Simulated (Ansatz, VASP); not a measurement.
# InSe in VASP and in Ansatz

```
In Se
1.0
     1.60512    0.00000   -4.27209
     0.00000    4.11055    0.00000
    10.14473    0.00000    4.26150
In Se
4 4
Direct
  0.85675 0.00000 0.88580
  0.35675 0.50000 0.38580
  0.14325 0.00000 0.11420
  0.64325 0.50000 0.61420
  0.01723 0.00000 0.65472
  0.51723 0.50000 0.15472
  0.98277 0.00000 0.34528
  0.48277 0.50000 0.84528
```

Alike in both runs: task single point; functional PBEsol; k mesh 6 × 7 × 3; occupations gaussian, width 0.05 eV; no spin polarisation.

|  | VASP | Ansatz |
| --- | --- | --- |
| version | VASP 6.6.1 | Ansatz 0.2.0 |
| potentials or method | VASP PAW PBE potentials, release 64 (In_d, Se), cutoff 520 eV | scalar-relativistic, plane waves, PAW |
| valence electrons in the cell | 76 | 116 |

```tsv
	VASP	Ansatz	Ansatz less VASP
gap on the k mesh at the Fermi level (eV)	0.81	0.82	+0.004
least direct gap on the mesh (eV)	1.16	1.17	+0.007
pressure (GPa)	0.1	0.0	-0.06
rms of the force components (eV/Å)	0.010	0.001	-0.0095
```

VASP's potentials were made for PBE, not for PBEsol. Atom by atom the forces differ by 0.010 eV/Å (rms over components). With one functional, cell and mesh, what is left measures potentials, basis and numerics. VASP's potentials hold 76 valence electrons a cell and Ansatz's 116, so a difference there can come from the potentials and not from the codes.
